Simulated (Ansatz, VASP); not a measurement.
Two plane-wave programs on P

INCAR

```
SYSTEM = P
  ALGO = Normal
  EDIFF = 1E-6
  ENCUT = 500
  GGA = PS
  GGA_COMPAT = .False.
  ISIF = 2
  ISMEAR = 0
  LASPH = .True.
  LCHARG = .True.
  LELF = .True.
  LREAL = .False.
  LVHAR = .True.
  LWAVE = .False.
  NBANDS = 8
  NELM = 120
  PREC = Accurate
  SIGMA = 0.1
```

File KPOINTS:

```
k-points
0
Gamma
  8 8 8
  0 0 0
```

File POSCAR:

```
P
1.0
   -1.6117973500      1.6117973500      1.6117973500
    1.6117973500     -1.6117973500      1.6117973500
    1.6117973500      1.6117973500     -1.6117973500
P
1
Direct
    0.0000000000      0.0000000000      0.0000000000
```

Input for Ansatz:

```yaml
crystal:
  lattice:
    - [-1.61179735, 1.61179735, 1.61179735]
    - [1.61179735, -1.61179735, 1.61179735]
    - [1.61179735, 1.61179735, -1.61179735]
  atoms:
    - { symbol: P, position: [0.0, 0.0, 0.0] }
basis:
  ecutwfc: 420
kpoints:
  mp_grid: { grid: [8, 8, 8] }
hamiltonian:
  xc: pbesol
  pseudopotentials: { kind: paw }
scf:
  occupations: { method: gaussian, width: 0.1 }
output:
  forces: true
  stress: true
  eigenvalues: true
```

Alike in both runs: task single point; functional PBEsol; k mesh 8 × 8 × 8; occupations gaussian, width 0.1 eV; no spin polarisation.

```csv
,VASP,Ansatz
version,VASP 6.6.1,Ansatz 0.2.0
potentials or method,"VASP PAW PBE potentials, release 64 (P), cutoff 500 eV","scalar-relativistic, plane waves, PAW"
valence electrons in the cell,5,5
```

|  | VASP | Ansatz | Ansatz less VASP |
| --- | --- | --- | --- |
| gap on the k mesh at the Fermi level (eV) | none | none | - |
| pressure (GPa) | -15.4 | -15.5 | -0.07 |

VASP's potentials were made for PBE, not for PBEsol. A gap of «none» marks a metal or a gap that the smearing closes. The functional is the same, so the differences come from potentials, cutoffs and numerics.
